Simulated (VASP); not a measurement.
# Pt in VASP: single point with PBE

Aim: the single point of Pt with PBE.

All numbers are computed with VASP 6.6.1; they aren't measurements. Logs are shortened: lines on timing, memory, paths and dates and some standing lists are left out, and cuts for length are marked.

**1. The cell of the first run**

The cell holds a slab with vacuum, 4 atoms: a = 2.808 Å, b = 2.808 Å, c = 22.878 Å, α = 90.00°, β = 90.00°, γ = 120.00°.

**2. Single point, PBE**

INCAR reads:

```
SYSTEM = Pt
PREC = Accurate
ENCUT = 520
EDIFF = 1E-6
ISMEAR = -1
SIGMA = 0.08
LREAL = .FALSE.
LASPH = .TRUE.
NELM = 80
ALGO = Normal
ISIF = 2
LWAVE = .FALSE.
LCHARG = .FALSE.
LDIPOL = .TRUE.
IDIPOL = 3
DIPOL = 0.5 0.5 0.500
GGA = PE
NBANDS = 28
```

KPOINTS reads:

```
regular mesh
0
G
  13 13 1
  0 0 0
```

POSCAR reads:

```
Pt
1.0
    2.8080030018      0.0000000000      0.0000000000
   -1.4040015009      2.4318019335      0.0000000000
    0.0000000000      0.0000000000     22.8782000000
Pt
4
Direct
    0.0000000000      0.0000000000      0.3495850144
    0.3333333333      0.6666666667      0.4503566078
    0.6666666667      0.3333333333      0.5496433921
    0.0000000000      0.0000000000      0.6504149850
```

Potentials or basis: VASP PAW PBE potentials, release 64 (Pt).

Launch:

```console
$ cat potpaw_PBE.64/Pt/POTCAR > POTCAR
$ mpirun -np 1 vasp_std > vasp.out
```

OUTCAR:

```text
SYSTEM = Pt
   PREC = Accurate
   ENCUT = 520
   EDIFF = 1E-6
   ISMEAR = -1
   LREAL = .FALSE.
   LASPH = .TRUE.
   NELM = 80
   ISIF = 2
   GGA = PE

 ion  position               nearest neighbor table
   1  0.000  0.000  0.350-   2 2.82   2 2.82   2 2.82
   2  0.333  0.667  0.450-   3 2.79   3 2.79   3 2.79   1 2.82   1 2.82   1 2.82
   3  0.667  0.333  0.550-   2 2.79   2 2.79   2 2.79   4 2.82   4 2.82   4 2.82
   4  0.000  0.000  0.650-   3 2.82   3 2.82   3 2.82

  LATTYP: Found a hexagonal cell.
 ALAT       =     2.8080030018
 C/A-ratio  =     8.1474984127

  Lattice vectors:

 A1 = (   2.8080030018,   0.0000000000,   0.0000000000)
 A2 = (  -1.4040015009,   2.4318019335,   0.0000000000)
 A3 = (   0.0000000000,   0.0000000000,  22.8782000000)

Analysis of symmetry for initial positions (statically):
=====================================================================
 Subroutine PRICEL returns:
 Original cell was already a primitive cell.

 Routine SETGRP: Setting up the symmetry group for a
 hexagonal supercell.

 Subroutine GETGRP returns: Found 12 space group operations
 (whereof 12 operations were pure point group operations)
 out of a pool of 24 trial point group operations.

The static configuration has the point symmetry D_3d.

Analysis of symmetry for dynamics (positions and initial velocities):
=====================================================================
 Subroutine PRICEL returns:
 Original cell was already a primitive cell.

 Routine SETGRP: Setting up the symmetry group for a
 hexagonal supercell.

 Subroutine GETGRP returns: Found 12 space group operations
 (whereof 12 operations were pure point group operations)
 out of a pool of 24 trial point group operations.

The dynamic configuration has the point symmetry D_3d.

 Subroutine INISYM returns: Found 12 space group operations
 (whereof 12 operations are pure point group operations),
 and found     1 'primitive' translations

----------------------------------------------------------------------------------------

                                     Primitive cell

  volume of cell :     156.2240

  direct lattice vectors                    reciprocal lattice vectors
     2.808003002  0.000000000  0.000000000     0.356124975  0.205608850  0.000000000
    -1.404001501  2.431801934  0.000000000     0.000000000  0.411217701  0.000000000
     0.000000000  0.000000000 22.878200000     0.000000000  0.000000000  0.043709732

  length of vectors
     2.808003002  2.808003002 22.878200000     0.411217701  0.411217701  0.043709732

  position of ions in fractional coordinates (direct lattice)
     0.000000000  0.000000000  0.349585014
     0.333333333  0.666666667  0.450356608
     0.666666667  0.333333333  0.549643392
     0.000000000  0.000000000  0.650414985

  ion indices of the primitive-cell ions
   primitive index   ion index
                 1           1
                 2           2
                 3           3
                 4           4

----------------------------------------------------------------------------------------

 KPOINTS: regular mesh

Automatic generation of k-mesh.
 Grid dimensions read from file:
 generate k-points for:   13   13    1

 Generating k-lattice:

  Cartesian coordinates                     Fractional coordinates (reciprocal lattice)
     0.027394229  0.015816065  0.000000000     0.076923077 -0.000000000  0.000000000
     0.000000000  0.031632131  0.000000000     0.000000000  0.076923077  0.000000000
     0.000000000  0.000000000  0.043709732     0.000000000  0.000000000  1.000000000

  Length of vectors
     0.031632131  0.031632131  0.043709732

  Shift w.r.t. Gamma in fractional coordinates (k-lattice)
     0.000000000  0.000000000  0.000000000

 Subroutine IBZKPT returns following result:
 ===========================================

 Found     21 irreducible k-points:

 Following reciprocal coordinates:
            Coordinates               Weight
  0.000000  0.000000  0.000000      1.000000
  0.076923  0.000000  0.000000      6.000000
  0.153846  0.000000  0.000000      6.000000
  0.230769 -0.000000  0.000000      6.000000
  0.307692  0.000000  0.000000      6.000000
  0.384615  0.000000  0.000000      6.000000
[... 13 lines left out ...]
  0.384615  0.230769  0.000000      6.000000
  0.307692  0.307692  0.000000      6.000000
   k-points           NKPTS =     21   k-points in BZ     NKDIM =     21   number of bands    NBANDS=     28
   number of dos      NEDOS =    301   number of ions     NIONS =      4
   total plane-waves  NPLWV = 103680
   dimension x,y,z NGX =    24 NGY =   24 NGZ =  180
   dimension x,y,z NGXF=    48 NGYF=   48 NGZF=  360
   ions per type =               4
   NGX,Y,Z   is equivalent  to a cutoff of  14.21, 14.21, 13.08 a.u.
   NGXF,Y,Z  is equivalent  to a cutoff of  28.42, 28.42, 26.16 a.u.
 SYSTEM =  Pt
   PREC   = accura    normal or accurate (medium, high low for compatibility)
   ISTART =      0    job   : 0-new  1-cont  2-samecut
   ICHARG =      2    charge: 1-file 2-atom 10-const
   ISPIN  =      1    spin polarized calculation?
   LNONCOLLINEAR =      F non collinear calculations
   LSORBIT =      F    spin-orbit coupling
   LASPH  =      T    aspherical Exc in radial PAW
   ENCUT  =  520.0 eV  38.22 Ry    6.18 a.u.   5.22  5.22 42.54*2*pi/ulx,y,z
   NELM   =     80;   NELMIN=  2; NELMDL= -5     # of ELM steps
   EDIFF  = 0.1E-05   stopping-criterion for ELM
   LREAL  =      F    real-space projection
   EDIFFG = 0.1E-04   stopping-criterion for IOM
   NSW    =      0    number of steps for IOM
   IBRION =     -1    ionic relax: 0-MD 1-quasi-New 2-CG
   NFREE  =      0    steps in history (QN), initial steepest desc. (CG)
   ISIF   =      2    stress and relaxation
   ISYM   =      2    0-nonsym 1-usesym 2-fastsym
   POTIM  = 0.5000    time-step for ionic-motion
   TEBEG  =    0.0;   TEEND  =   0.0 temperature during run
   PSTRESS=    0.0 pullay stress
   NELECT =      40.0000    total number of electrons
   NUPDOWN=      -1.0000    fix difference up-down
   EMIN   =  10.00;   EMAX   =-10.00  energy-range for DOS
   EFERMI =   0.00;   METHOD = LEGACY
   ISMEAR =    -1;   SIGMA  =   0.08  broadening in eV -4-tet -1-fermi 0-gaus
   EFERMI_NEDOS =   21; number of points for ismear=-14 and -15
   IALGO  =     38    algorithm
   IMIX   =      4    mixing-type and parameters
     AMIX     =   0.40;   BMIX     =  1.00
     AMIX_MAG =   1.60;   BMIX_MAG =  1.00
  volume/ion in A,a.u.               =      39.06       263.56
  Fermi-wavevector in a.u.,A,eV,Ry     =   1.039551  1.964466 14.703345  1.080665
  Thomas-Fermi vector in A             =   2.174086
   LORBIT       =      0    0 simple, 1 ext, 2 COOP (PROOUT), +10 PAW based schemes
   GGA     = PE    functional components
   LHFCALC =     F    Hartree Fock is set to
   AEXX    =    0.0000 exact exchange contribution
   IVDW    =     0    specifies the selected vdW correction
   LEPSILON=     F    determine dielectric tensor
   LRPA    =     F    only Hartree local field effects (RPA)
 non-spin polarized calculation
  energy-cutoff  :      520.00
  volume of cell :      156.22
 maximum number of plane-waves:      4229
 NGX is ok and might be reduce to    24
   NGX = 11   NGY = 11   NGZ = 85

 number of electron      39.9999998 magnetization

 dipolmoment           0.000000      0.000000      0.000000 electrons x Angstroem

 Free energy of the ion-electron system (eV)
  ---------------------------------------------------
  ext. energy  EPLUGINS =         0.00000000
  ---------------------------------------------------
  free energy    TOTEN  =       -23.20998135 eV

  energy without entropy =      -23.04107504  energy(sigma->0) =      -23.12552819

 E-fermi :   0.7969     XC(G=0):  -6.0996

 val. band max:        0.7941703634   @ k =   0.3077   0.0769   0.0000
 cond. band min:       0.8037587321   @ k =   0.3846   0.0769   0.0000
 fundamental gap:      0.0095883687
 Fermi energy:         0.7969450535

 k-point     1 :       0.0000    0.0000    0.0000
  band No.  band energies     occupation
      1      -8.4638      2.00000
      2      -7.1409      2.00000
      3      -6.0335      2.00000
      4      -5.9517      2.00000
      5      -2.8037      2.00000
      6      -2.6742      2.00000
[... 20 lines left out ...]
     27       6.2709      0.00000
     28       7.3969      0.00000

 k-point     2 :       0.0769    0.0000    0.0000
  band No.  band energies     occupation
      1      -8.2634      2.00000
      2      -6.9436      2.00000
      3      -5.8309      2.00000
      4      -5.7646      2.00000
      5      -2.9577      2.00000
      6      -2.8730      2.00000
[... 20 lines left out ...]
     27       6.3935      0.00000
     28       7.5515      0.00000

 k-point     3 :       0.1538    0.0000    0.0000
  band No.  band energies     occupation
      1      -7.6957      2.00000
      2      -6.4050      2.00000
      3      -5.3109      2.00000
      4      -5.2484      2.00000
      5      -3.3816      2.00000
      6      -3.1406      2.00000
[... 20 lines left out ...]
     27       6.8618      0.00000
     28       8.0140      0.00000

 k-point     4 :       0.2308   -0.0000    0.0000
  band No.  band energies     occupation
      1      -6.8869      2.00000
      2      -5.7460      2.00000
      3      -4.8774      2.00000
      4      -4.6032      2.00000
      5      -3.9027      2.00000
      6      -3.3527      2.00000
[... 485 lines left out ...]
     27       8.3475      0.00000
     28       9.2487      0.00000

 k-point    20 :       0.3846    0.2308    0.0000
  band No.  band energies     occupation
      1      -4.7839      2.00000
      2      -4.7207      2.00000
      3      -4.2813      2.00000
      4      -3.9259      2.00000
      5      -3.8858      2.00000
      6      -3.5297      2.00000
[... 20 lines left out ...]
     27       8.3088      0.00000
     28       8.3986      0.00000

 k-point    21 :       0.3077    0.3077    0.0000
  band No.  band energies     occupation
      1      -4.5306      2.00000
      2      -4.4451      2.00000
      3      -4.2151      2.00000
      4      -3.7932      2.00000
      5      -3.7412      2.00000
      6      -3.5330      2.00000
[... 20 lines left out ...]
     27       8.4707      0.00000
     28       9.0049      0.00000

------------------------ aborting loop because EDIFF is reached ----------------------------------------

 vacuum level on the upper side and lower side of the slab       (xc-potential included)        -0.195        -0.195

  FORCE on cell =-STRESS in cart. coord.  units (eV):
  Direction    XX          YY          ZZ          XY          YZ          ZX
  --------------------------------------------------------------------------------------
  -------------------------------------------------------------------------------------
  Total       -4.3873511     -4.3873511     -0.1767789      0.0000000      0.0000000     -0.0000000
  in kB      -44.9951137    -44.9951137     -1.8129813      0.0000000      0.0000000     -0.0000000
  external PRESSURE =     -30.6010696 kB  Pullay stress =       0.0000000 kB

 VOLUME and BASIS-vectors are now :
 -----------------------------------------------------------------------------
  energy-cutoff  :      520.00
  volume of cell :      156.22
      direct lattice vectors                 reciprocal lattice vectors
     2.808003002  0.000000000  0.000000000     0.356124975  0.205608850  0.000000000
    -1.404001501  2.431801934  0.000000000     0.000000000  0.411217701  0.000000000
     0.000000000  0.000000000 22.878200000     0.000000000  0.000000000  0.043709732

 POSITION                                       TOTAL-FORCE (eV/Angst)
 -----------------------------------------------------------------------------------
      0.00000      0.00000      7.99788         0.000000     -0.000000      0.019754
     -0.00000      1.62120     10.30335         0.000000     -0.000000     -0.005115
      1.40400      0.81060     12.57485        -0.000000      0.000000      0.005115
      0.00000      0.00000     14.88032         0.000000      0.000000     -0.019754
 -----------------------------------------------------------------------------------
    total drift:                                0.000000      0.000000      0.000016

  FREE ENERGIE OF THE ION-ELECTRON SYSTEM (eV)
  ---------------------------------------------------
  free  energy   TOTEN  =       -23.2099813456 eV

  energy  without entropy=      -23.0410750390  energy(sigma->0) =      -23.12552819

 vacuum level on the upper side and lower side of the slab         6.332         6.332
```

Wall time 5.6 min (1 thread of AMD EPYC 7R13, shared host); peak memory 0.3 GiB.

What came out:

```
Free energy            : -23.2100 eV
Largest force          : 0.020 eV/Å
Band gap on the k mesh : zero (band 20 reaches 1.26 eV, above the bottom of band 21 at -0.03 eV)
```

Forces on the atoms (eV/Å):
```
Pt   0.000  0.000  0.020
Pt   0.000  0.000 -0.005
Pt   0.000  0.000  0.005
Pt   0.000  0.000 -0.020
```

Levels at points of the mesh, in eV from the Fermi level:
| k point | band 16 | band 17 | band 18 | band 19 | band 20 | band 21 | band 22 | band 23 | band 24 | band 25 |
| --- | --- | --- | --- | --- | --- | --- | --- | --- | --- | --- |
| (0.00, 0.00, 0.00) | -1.51 | -1.51 | -1.17 | -1.17 | -0.49 | -0.49 | -0.33 | -0.02 | -0.02 | 0.71 |

Caveat: spin-orbit coupling is left out, which moves the levels of the heavy elements.
